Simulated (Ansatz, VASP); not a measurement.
## One calculation of Be, two programs

File INCAR:

```
SYSTEM = Be
ALGO = Normal ; EDIFF = 1E-6
ENCUT = 600 ; GGA = PS
GGA_COMPAT = .False. ; ISIF = 2
ISMEAR = -1 ; LASPH = .True.
LCHARG = .False. ; LREAL = .False.
LWAVE = .False. ; NBANDS = 9
NELM = 120 ; PREC = Accurate
SIGMA = 0.05
```

File KPOINTS:

```
k-points
0
Gamma
  15 15 15
  0 0 0
```

POSCAR

```
Be
1.0
    0.0000000000      2.3955021812      2.3955021812
    2.3955021812      0.0000000000      2.3955021812
    2.3955021812      2.3955021812      0.0000000000
Be
2
Direct
   -0.1250000000     -0.1250000000     -0.1250000000
    0.1250000000      0.1250000000      0.1250000000
```

Input for Ansatz:

```yaml
crystal:
  lattice:
    - [0.0, 2.3955021812, 2.3955021812]
    - [2.3955021812, 0.0, 2.3955021812]
    - [2.3955021812, 2.3955021812, 0.0]
  atoms:
    - { symbol: Be, position: [-0.125, -0.125, -0.125] }
    - { symbol: Be, position: [0.125, 0.125, 0.125] }
kpoints:
  mp_grid: { grid: [15, 15, 15] }
scf:
  occupations: { method: fermi_dirac, width: 0.05 }
hamiltonian:
  xc: pbesol
  pseudopotentials: { kind: all_electron, lapw: { basis_error: 0.001 } }
output:
  forces: true
  stress: true
  eigenvalues: true
  populations: true
```

Change from the starting cell: volume scaled by 0.95, LAPW.

Alike in both runs: task single point; functional PBEsol; k mesh 15 × 15 × 15; occupations fermi-dirac, width 0.05 eV; no spin polarisation.

|  | VASP | Ansatz |
| --- | --- | --- |
| version | VASP 6.6.1 | Ansatz 0.2.0 |
| potentials or method | VASP PAW PBE potentials, release 64 (Be), cutoff 600 eV | all-electron LAPW, scalar-relativistic |

Ansatz gave:

- pressure (GPa): 2.5

Estimate VASP's values.

pressure (GPa): 2.7.

VASP's potentials were made for PBE, not for PBEsol. Ansatz ran all-electron here, and VASP with PAW potentials.
